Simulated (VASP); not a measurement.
Input of a VASP 6.6.1 run:

The input INCAR:

```
SYSTEM = AlN
  ALGO = Normal
  EDIFF = 1E-7
  ENCUT = 520
  ISIF = 2
  ISMEAR = 0
  LASPH = .TRUE.
  LCHARG = .FALSE.
  LREAL = .FALSE.
  LWAVE = .FALSE.
  NBANDS = 11
  NELM = 80
  PREC = Accurate
  SIGMA = 0.01
```

The input KPOINTS:

```
k-points
0
G
  8 8 8
  0 0 0
```

Contents of POSCAR:

```
AlN
1.0
    0.0000000000      2.1711430940      2.1711430940
    2.1711430940      0.0000000000      2.1711430940
    2.1711430940      2.1711430940      0.0000000000
Al N
1 1
Direct
    0.0000000000      0.0000000000      0.0000000000
    0.2500000000      0.2500000000      0.2500000000
```

Potentials or basis: VASP PAW LDA potentials, release 64 (Al, N).

Launch:

```console
$ cat potpaw_LDA.64/Al/POTCAR potpaw_LDA.64/N/POTCAR > POTCAR
$ mpirun -np 1 vasp_std > vasp.out
```

Question: What does it give for the band gap on the k mesh?

Answer: 3.23 eV, indirect (least direct gap 4.39 eV).

Question: What does it give for the pressure?

Answer: 0.6 GPa.

A k mesh can miss the band edges. As with any semilocal functional, this LDA gap is likely too small.
